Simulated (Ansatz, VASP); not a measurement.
**Sr2O in VASP and in Ansatz**

```xyz
6
Lattice="6.6170 0.0000 0.0000 0.0000 6.6170 0.0000 0.0000 0.0000 3.7114" Properties=species:S:1:pos:R:3 pbc="T T T"
Sr    4.5740    4.5740    0.0000
Sr    5.3516    1.2655    1.8557
Sr    2.0430    2.0430    0.0000
Sr    1.2655    5.3516    1.8557
O     3.3085    3.3085    1.8557
O     0.0000    0.0000    0.0000
```

Change from the starting cell: species swapped into the IrO2 type (P4_2/mnm, No. 136).

Alike in both runs: functional PBE; k mesh 6 × 6 × 10; occupations gaussian, width 0.1 eV; no spin polarisation.

Ansatz relaxed the structure, and its values are those at the end. VASP's run is a single point on that final structure, the one shown.

|  | VASP | Ansatz |
| --- | --- | --- |
| version | VASP 6.6.1 | Ansatz 0.2.0 |
| potentials or method | VASP PAW PBE potentials, release 64 (Sr_sv, O), cutoff 520 eV | scalar-relativistic, plane waves, PAW |
| valence electrons in the cell | 52 | 52 |

Ansatz gave:

- gap on the k mesh at the Fermi level (eV): none
- pressure (GPa): 0.0
- rms of the force components (eV/Å): 0.000

Q: What did VASP give for the same quantities?

A: gap on the k mesh at the Fermi level (eV): none; pressure (GPa): 0.2; rms of the force components (eV/Å): 0.012.

A gap of «none» marks a metal or a gap that the smearing closes.
